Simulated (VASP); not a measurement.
Set up this calculation in VASP 6.6.1, as the native input.

```yaml
Task: relaxation of cell and atoms
Functional: PBE
Potentials_or_basis: VASP PAW PBE potentials, release 64 (Ti_sv, Pt)
Cutoff: 600 eV
k_mesh: 6 × 6 × 8
Occupations: gaussian, width 0.1 eV
Spin: no spin polarisation
Dipole_correction: no
Further_INCAR_settings: ALGO = Normal; EDIFF = 1e-06; IBRION = 2; EDIFFG = -0.01; NSW = 100; ISIF = 3
```

The structure of TiPt5 lies in POSCAR:

```
TiPt5
1.0
    5.8296847918      0.0000000000      0.0000000000
    0.0000000000      5.8296847918      0.0000000000
    0.0000000000      0.0000000000      4.6419823331
Ti Pt
1 5
Direct
    0.0000000000      0.0000000000      0.0000000000
    0.2059460758      0.5000000000      0.5000000000
    0.7940539242      0.5000000000      0.5000000000
    0.5000000000      0.2059460758      0.5000000000
    0.5000000000      0.7940539242      0.5000000000
    0.0000000000      0.0000000000      0.5000000000
```

The cell was generated, and may not be a known phase.

One way to write it, as run:

INCAR

```
SYSTEM = TiPt5
PREC     = Accurate       ! precision mode
ENCUT    = 600            ! plane-wave cutoff, eV
EDIFF    = 1E-6           ! SCF threshold, eV
ISMEAR   = 0              ! smearing method
SIGMA    = 0.1            ! smearing width, eV
LREAL    = .FALSE.        ! projectors in reciprocal space
LASPH    = .TRUE.         ! aspherical terms in the spheres
NELM     = 100            ! most SCF steps
ALGO     = Normal         ! electronic algorithm
ISIF     = 3              ! what is computed and relaxed
LWAVE    = .FALSE.        ! write WAVECAR
LCHARG   = .FALSE.        ! write CHGCAR
GGA      = PE             ! functional
IBRION   = 2              ! ionic algorithm
NSW      = 100            ! ionic steps
EDIFFG   = -0.01          ! ionic threshold
```

KPOINTS

```
Automatic mesh
0
G
  6 6 8
  0 0 0
```

Potentials or basis: VASP PAW PBE potentials, release 64 (Ti_sv, Pt).

Launch:

```sh
$ cat potpaw_PBE.64/Ti_sv/POTCAR potpaw_PBE.64/Pt/POTCAR > POTCAR
$ mpirun -np 1 vasp_std > vasp.out
```

It gave:

* Relaxed volume: 26.23 Å³/atom
* Relaxed cell: a = 5.823 Å, b = 5.823 Å, c = 4.641 Å, α = 90.00°, β = 90.00°, γ = 90.00°
* Space group after relaxing (to 0.1 Å): P4/mmm (No. 123)
* Energy gained by relaxing: 0.1 meV/atom
* Ionic steps: 3
* Pressure after relaxing: 0.0 GPa
* Largest force after relaxing: 0.005 eV/Å
* Band gap on the k mesh: zero (bands 31 and 32 overlap by 0.57 eV)

Caveat: spin-orbit coupling is left out, which moves the levels of the heavy elements.

It took 16 min on 1 thread of Intel(R) Xeon(R) Platinum 8259CL CPU @ 2.50GHz (Skylake/Cascade Lake) (shared host), peak memory 0.51 GiB.
